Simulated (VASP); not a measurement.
Write the native input for VASP 6.6.1 that does the following.

```yaml
Task: single point
Functional: LDA
Potentials_or_basis: VASP PAW LDA potentials, release 64 (Pb_d, F)
Cutoff: 600 eV
k_mesh: 7 × 7 × 7
Occupations: methfessel-paxton, width 0.1 eV
Spin: no spin polarisation
Dipole_correction: no
Further_INCAR_settings: ALGO = Normal; EDIFF = 1e-06; NBANDS = 21
```

The structure of PbF2 lies in POSCAR:

```
PbF2
1.0
    0.0000000000      2.9636600000      2.9636600000
    2.9636600000      0.0000000000      2.9636600000
    2.9636600000      2.9636600000      0.0000000000
Pb F
1 2
Direct
    0.0000000000      0.0000000000      0.0000000000
    0.7500000000      0.7500000000      0.7500000000
    0.2500000000      0.2500000000      0.2500000000
```

The input as run:

INCAR

```
ALGO = Normal
EDIFF = 1E-6
ENCUT = 600
GGA = CA
GGA_COMPAT = False
ISIF = 2
ISMEAR = 1
LASPH = True
LCHARG = False
LREAL = False
LWAVE = False
NBANDS = 21
NELM = 120
PREC = Accurate
SIGMA = 0.1
```

KPOINTS

```
k-points
0
Gamma
  7 7 7
```

Potentials or basis: VASP PAW LDA potentials, release 64 (Pb_d, F).

Run with:

```bash
$ cat potpaw_LDA.64/Pb_d/POTCAR potpaw_LDA.64/F/POTCAR > POTCAR
$ mpirun -np 1 vasp_std > vasp.out
```

Results of the run:

The pressure is -4.6 GPa. The band gap on the k mesh is 4.26 eV (least direct gap 4.48 eV).

Caveat: the cell stands under tension; spin-orbit coupling is left out, which moves the levels of the heavy elements; an odd mesh through Γ misses points on the zone boundary, where band edges can lie.

Run time: 45 s on 1 thread of Intel Xeon 8259CL (shared host), peak memory 0.18 GiB.
